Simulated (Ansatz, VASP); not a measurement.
# Be3Se2O: VASP beside Ansatz

```
Be Se O
1.0
     4.26718    0.00000    0.00000
    -2.13359    3.69549    0.00000
     0.00000    0.00000    5.74027
Be Se O
3 2 1
Direct
  0.50000 0.00000 0.74392
  0.00000 0.50000 0.74392
  0.50000 0.50000 0.74392
  0.33333 0.66667 0.24593
  0.66667 0.33333 0.24593
  0.00000 0.00000 0.74503
```

Alike in both runs: functional PBE; k mesh 6 × 6 × 4; occupations gaussian, width 0.1 eV; no spin polarisation.

Ansatz relaxed the structure, and its values are those at the end. VASP's run is a single point on that final structure, the one shown.

|  | VASP | Ansatz |
| --- | --- | --- |
| version | VASP 6.6.1 | Ansatz 0.2.0 |
| potentials or method | VASP PAW PBE potentials, release 64 (Be, Se, O), cutoff 520 eV | scalar-relativistic, plane waves, PAW |
| valence electrons in the cell | 24 | 44 |

```csv
,VASP,Ansatz,Ansatz less VASP
gap on the k mesh at the Fermi level (eV),none,none,-
pressure (GPa),0.3,0.2,-0.09
rms of the force components (eV/Å),0.009,0.009,0.0000
```

A gap of «none» marks a metal or a gap that the smearing closes. VASP's potentials hold 24 valence electrons a cell and Ansatz's 44, so a difference there can come from the potentials and not from the codes.
